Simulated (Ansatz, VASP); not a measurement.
## One calculation of GaN, two programs

The input INCAR:

```
ALGO = Normal
EDIFF = 1E-6
ENCUT = 520
GGA = PE
ISIF = 2
ISMEAR = -1
LASPH = True
LCHARG = False
LREAL = False
LWAVE = False
NBANDS = 26
NELM = 80
PREC = Accurate
SIGMA = 0.1
```

File KPOINTS:

```
k-points
0
Gamma
  13 13 7
```

The input POSCAR:

```
GaN
1.0
    2.5113037707      0.0000000000      0.0000000000
   -1.2556518853      2.1748528621      0.0000000000
    0.0000000000      0.0000000000      4.7353801124
Ga N
2 2
Direct
    0.3333333333      0.6666666667      0.0199141820
    0.6666666667      0.3333333333      0.5199141820
    0.3333333333      0.6666666667      0.3560858180
    0.6666666667      0.3333333333      0.8560858180
```

Input for Ansatz:

```yaml
crystal:
  lattice:
    - [2.5113037707, 0.0, 0.0]
    - [-1.2556518853, 2.1748528621, 0.0]
    - [0.0, 0.0, 4.7353801124]
  atoms:
    - { symbol: Ga, position: [0.3333333333, 0.6666666667, 0.019914182] }
    - { symbol: Ga, position: [0.6666666667, 0.3333333333, 0.519914182] }
    - { symbol: "N", position: [0.3333333333, 0.6666666667, 0.356085818] }
    - { symbol: "N", position: [0.6666666667, 0.3333333333, 0.856085818] }
kpoints:
  mp_grid: { grid: [13, 13, 7] }
scf:
  occupations: { method: fermi_dirac, width: 0.1 }
hamiltonian:
  xc: pbe
  pseudopotentials: { kind: paw, core: large }
output:
  forces: true
  stress: true
  eigenvalues: true
  write_density: true
  write_potential: true
  elf: true
  volumetric_format: npy
```

Change from the starting cell: volume scaled by 0.55, PAW files, core large.

Alike in both runs: task single point; functional PBE; k mesh 13 × 13 × 7; occupations fermi-dirac, width 0.1 eV; no spin polarisation.

|  | VASP | Ansatz |
| --- | --- | --- |
| version | VASP 6.6.1 | Ansatz 0.2.0 |
| potentials or method | VASP PAW PBE potentials, release 64 (Ga_d, N) | PAW with other files of Ansatz's library (core large), scalar-relativistic |
| plane-wave cutoff (eV) | 520 | 420 |
| valence electrons in the cell | 36 | 36 |

|  | VASP | Ansatz | Ansatz less VASP |
| --- | --- | --- | --- |
| pressure (GPa) | 345.7 | 348.4 | +2.71 |
| traceless stress, the component that is largest in VASP (GPa) | -1.73 | 0.05 | +1.783 |
| rms of the force components (eV/Å) | 0.024 | 0.001 | -0.0230 |

Atom by atom the forces differ by 0.024 eV/Å (rms over components). Both programs put the cell under a high pressure, so it lies far from rest at this level. Ansatz's warnings: datasets by core.

Noted on VASP's run: the cell as given lies far from equilibrium.
